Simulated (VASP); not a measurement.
# HfSiO4 (I4_1/amd) in VASP: single point with LDA

Aim: the single point of HfSiO4 with LDA.

Everything below comes from runs of VASP 6.6.1. Logs are shortened: lines on timing, memory, paths and dates and some standing lists are left out, and cuts for length are marked.

### Step 1. The cell of the first run

The structure is tetragonal, space group I4_1/amd (No. 141). The conventional cell has a = 6.582 Å, b = 6.582 Å, c = 5.972 Å, α = 90.00°, β = 90.00°, γ = 90.00°. Hf (site symmetry -4m2) has 8 O at 2.12 to 2.25 Å within 2.8 Å. Si (site symmetry -4m2) has 4 O at 1.63 Å within 2.2 Å. Within 2.3 Å of O (site symmetry m) lie 1 Si at 1.63 Å and 2 Hf at 2.12 to 2.25 Å.

### Step 2. Single point, LDA (strained cell)

Input file INCAR:

```
SYSTEM = HfSiO4
ALGO = Normal ; EDIFF = 1E-7
ENCUT = 520 ; ISIF = 2
ISMEAR = 0 ; LASPH = .True.
LCHARG = .True. ; LELF = .True.
LREAL = .False. ; LVHAR = .True.
LWAVE = .False. ; NBANDS = 50
NELM = 60 ; PREC = Accurate
SIGMA = 0.02
```

Input file KPOINTS:

```
k-points
0
Gamma
  6 6 6
  0 0 0
```

Input file POSCAR:

```
HfSiO4
1.0
   -3.2911531887      3.2911531887      2.9860737306
    3.2911531887     -3.2911531887      2.9860737306
    3.2911531887      3.2911531887     -2.9860737306
Hf Si O
2 2 8
Direct
    0.0000000000      0.0000000000      0.0000000000
    0.7500000000      0.2500000000      0.5000000000
    0.2500000000      0.7500000000      0.5000000000
    0.5000000000      0.5000000000      0.0000000000
    0.1336395563      0.3177981544      0.8158414019
    0.0677981544      0.7519567526      0.6841585981
    0.0677981544      0.3836395563      0.3158414019
    0.5019567526      0.3177981544      0.1841585981
    0.6822018456      0.4980432474      0.8158414019
    0.6163604437      0.9322018456      0.6841585981
    0.2480432474      0.9322018456      0.3158414019
    0.6822018456      0.8663604437      0.1841585981
```

Potentials or basis: VASP PAW LDA potentials, release 64 (Hf_pv, Si, O).

Command:

```console
$ cat potpaw_LDA.64/Hf_pv/POTCAR potpaw_LDA.64/Si/POTCAR potpaw_LDA.64/O/POTCAR > POTCAR
$ mpirun -np 1 vasp_std > vasp.out
```

OUTCAR:

```text
SYSTEM = HfSiO4
   EDIFF = 1E-7
   ENCUT = 520
   ISIF = 2
   ISMEAR = 0
   LASPH = .True.
   LREAL = .False.
   NELM = 60
   PREC = Accurate

 ion  position               nearest neighbor table
   1  0.000  0.000  0.000-   6 2.12  11 2.12  10 2.12   7 2.12   5 2.25  12 2.25   8 2.25   9 2.25
                             4 2.99   4 2.99   2 3.61   2 3.61   2 3.61   2 3.61
   2  0.750  0.250  0.500-   8 2.12   9 2.12   5 2.12  12 2.12  10 2.25   7 2.25   6 2.25  11 2.25
                             3 2.99   3 2.99   1 3.61   1 3.61   1 3.61   1 3.61
   3  0.250  0.750  0.500-   7 1.63  10 1.63   6 1.63  11 1.63   2 2.99   2 2.99
   4  0.500  0.500  0.000-   5 1.63  12 1.63   9 1.63   8 1.63   1 2.99   1 2.99
   5  0.134  0.318  0.816-   4 1.63   2 2.12   1 2.25
   6  0.068  0.752  0.684-   3 1.63   1 2.12   2 2.25
   7  0.068  0.384  0.316-   3 1.63   1 2.12   2 2.25
   8  0.502  0.318  0.184-   4 1.63   2 2.12   1 2.25
   9  0.682  0.498  0.816-   4 1.63   2 2.12   1 2.25
  10  0.616  0.932  0.684-   3 1.63   1 2.12   2 2.25
  11  0.248  0.932  0.316-   3 1.63   1 2.12   2 2.25
  12  0.682  0.866  0.184-   4 1.63   2 2.12   1 2.25

  LATTYP: Found a body centered tetragonal cell.
 ALAT       =     6.5823063774
 C/A-ratio  =     0.9073031729

  Lattice vectors:

 A1 = (  -3.2911531887,   3.2911531887,   2.9860737306)
 A2 = (   3.2911531887,  -3.2911531887,   2.9860737306)
 A3 = (   3.2911531887,   3.2911531887,  -2.9860737306)

Analysis of symmetry for initial positions (statically):
=====================================================================
 Subroutine PRICEL returns:
 Original cell was already a primitive cell.

 Routine SETGRP: Setting up the symmetry group for a
 body centered tetragonal supercell.

 Subroutine GETGRP returns: Found 16 space group operations
 (whereof  8 operations were pure point group operations)
 out of a pool of 16 trial point group operations.

The static configuration has the point symmetry D_2d.
 The point group associated with its full space group is D_4h.

Analysis of symmetry for dynamics (positions and initial velocities):
=====================================================================
 Subroutine PRICEL returns:
 Original cell was already a primitive cell.

 Routine SETGRP: Setting up the symmetry group for a
 body centered tetragonal supercell.

 Subroutine GETGRP returns: Found 16 space group operations
 (whereof  8 operations were pure point group operations)
 out of a pool of 16 trial point group operations.

The dynamic configuration has the point symmetry D_2d.
[... 129 lines left out ...]
   TEBEG  =    0.0;   TEEND  =   0.0 temperature during run
   PSTRESS=    0.0 pullay stress
   NELECT =      76.0000    total number of electrons
   NUPDOWN=      -1.0000    fix difference up-down
   EMIN   =  10.00;   EMAX   =-10.00  energy-range for DOS
   EFERMI =   0.00;   METHOD = LEGACY
   ISMEAR =     0;   SIGMA  =   0.02  broadening in eV -4-tet -1-fermi 0-gaus
   EFERMI_NEDOS =   21; number of points for ismear=-14 and -15
   IALGO  =     38    algorithm
   IMIX   =      4    mixing-type and parameters
     AMIX     =   0.40;   BMIX     =  1.00
     AMIX_MAG =   1.60;   BMIX_MAG =  1.00
  volume/ion in A,a.u.               =      10.78        72.76
  Fermi-wavevector in a.u.,A,eV,Ry     =   1.371073  2.590952 25.576778  1.879840
  Thomas-Fermi vector in A             =   2.496802
   LORBIT       =      0    0 simple, 1 ext, 2 COOP (PROOUT), +10 PAW based schemes
   GGA     = CA    functional components
   LHFCALC =     F    Hartree Fock is set to
   AEXX    =    0.0000 exact exchange contribution
   IVDW    =     0    specifies the selected vdW correction
   LEPSILON=     F    determine dielectric tensor
   LRPA    =     F    only Hartree local field effects (RPA)
 non-spin polarized calculation
 Gauss-broadening in eV      SIGMA  =   0.02
  energy-cutoff  :      520.00
  volume of cell :      129.38
 maximum number of plane-waves:      3523
 NGX is ok and might be reduce to    42
   NGX = 21   NGY = 21   NGZ = 21

 number of electron      76.0000005 magnetization

 Free energy of the ion-electron system (eV)
  ---------------------------------------------------
  ext. energy  EPLUGINS =         0.00000000
  ---------------------------------------------------
  free energy    TOTEN  =      -118.97334688 eV

  energy without entropy =     -118.97334688  energy(sigma->0) =     -118.97334688

 E-fermi :   3.2125     XC(G=0): -11.5837

 val. band max:        3.0380381601   @ k =   0.0000   0.0000   0.0000
 cond. band min:       8.2796733876   @ k =   0.5000   0.5000   0.0000
 fundamental gap:      5.2416352275
 Fermi energy:         3.2125123246

 k-point     1 :       0.0000    0.0000    0.0000
  band No.  band energies     occupation
      1     -26.0580      2.00000
      2     -26.0580      2.00000
      3     -25.9848      2.00000
      4     -25.9756      2.00000
      5     -25.8732      2.00000
      6     -25.8732      2.00000
[... 1261 lines left out ...]
     49      11.8159      0.00000
     50      12.4537      0.00000

 [... further k-points ...]
[... 5 lines left out ...]
  --------------------------------------------------------------------------------------
  -------------------------------------------------------------------------------------
  Total       -5.6243788     -5.6243788     -6.0724815      0.0000000      0.0000000      0.0000000
  in kB      -69.6511732    -69.6511732    -75.2003860      0.0000000      0.0000000      0.0000000
  external PRESSURE =     -71.5009108 kB  Pullay stress =       0.0000000 kB

 VOLUME and BASIS-vectors are now :
 -----------------------------------------------------------------------------
  energy-cutoff  :      520.00
  volume of cell :      129.38
      direct lattice vectors                 reciprocal lattice vectors
    -3.291153189  3.291153189  2.986073731     0.000000000  0.151922433  0.167443957
     3.291153189 -3.291153189  2.986073731     0.151922433  0.000000000  0.167443957
     3.291153189  3.291153189 -2.986073731     0.151922433  0.151922433  0.000000000

 POSITION                                       TOTAL-FORCE (eV/Angst)
 -----------------------------------------------------------------------------------
      0.00000      0.00000      0.00000        -0.000000     -0.000000      0.000000
      0.00000      3.29115      1.49304        -0.000000     -0.000000      0.000000
      3.29115      0.00000      1.49304        -0.000000     -0.000000      0.000000
      0.00000      0.00000      2.98607        -0.000000     -0.000000      0.000000
      3.29115      2.07896     -1.08814         0.000000     -0.139831     -0.137247
      4.50334     -0.00000      0.40490         0.139831     -0.000000     -0.137247
      2.07896      0.00000      0.40490        -0.139831      0.000000     -0.137247
     -0.00000      1.21219      1.89794        -0.000000      0.139831     -0.137247
      2.07896      3.29115      1.08814        -0.139831     -0.000000      0.137247
      3.29115      1.21219      2.58117        -0.000000      0.139831      0.137247
      3.29115     -1.21219      2.58117        -0.000000     -0.139831      0.137247
      1.21219     -0.00000      4.07421         0.139831     -0.000000      0.137247
 -----------------------------------------------------------------------------------
    total drift:                                0.000000      0.000000     -0.000000

  FREE ENERGIE OF THE ION-ELECTRON SYSTEM (eV)
  ---------------------------------------------------
  free  energy   TOTEN  =      -118.9733468824 eV

  energy  without entropy=     -118.9733468824  energy(sigma->0) =     -118.97334688
```

stdout:

```text
POSCAR found type information on POSCAR HfSiO
 POSCAR found :  3 types and      12 ions
 scaLAPACK will be used
 LDA part: xc-table for (Slater(with rela. corr.)+CA(PZ))
 , standard interpolation
 POSCAR, INCAR and KPOINTS ok, starting setup
 FFT: planning ... GRIDC
 FFT: planning ... GRID_SOFT
 FFT: planning ... GRID
 WAVECAR not read
 entering main loop
```

Run time: 3.4 min. Hardware: 1 thread of Intel Xeon Platinum 8488C (Sapphire Rapids), shared host; peak memory 0.31 GiB.

What came out:

| Item | Value |
| --- | --- |
| Free energy | -118.9733 eV |
| Pressure | -7.2 GPa |
| Largest force | 0.196 eV/Å |
| Band gap on the k mesh | 5.24 eV (least direct gap 5.59 eV) |

Forces in eV/Å, atoms in the order of the input:
```
Hf   0.000  0.000  0.000
Hf   0.000  0.000  0.000
Si   0.000  0.000  0.000
Si   0.000  0.000  0.000
O    0.000 -0.140 -0.137
O    0.140  0.000 -0.137
O   -0.140  0.000 -0.137
O    0.000  0.140 -0.137
O   -0.140  0.000  0.137
O    0.000  0.140  0.137
O    0.000 -0.140  0.137
O    0.140  0.000  0.137
```

Levels at points of the mesh, in eV from the valence-band top:
```
           k point  band 35  band 36  band 37  band 38  band 39  band 40  band 41  band 42
(0.00, 0.00, 0.00)    -0.57    -0.57    -0.55     0.00     5.62     5.96     5.98     6.12
(0.50, 0.00, 0.00)    -0.99    -0.83    -0.26    -0.20     5.51     5.68     6.50     6.66
(0.50, 0.50, 0.00)    -0.93    -0.93    -0.62    -0.62     5.24     5.24     6.41     6.41
(0.50, 0.50, 0.50)    -1.12    -1.12    -0.87    -0.87     6.13     6.13     6.50     6.50
```

Caveat: the cell differs from its parent crystal (strained cell); the cell stands under tension; spin-orbit coupling is left out, which moves the levels of the heavy elements.
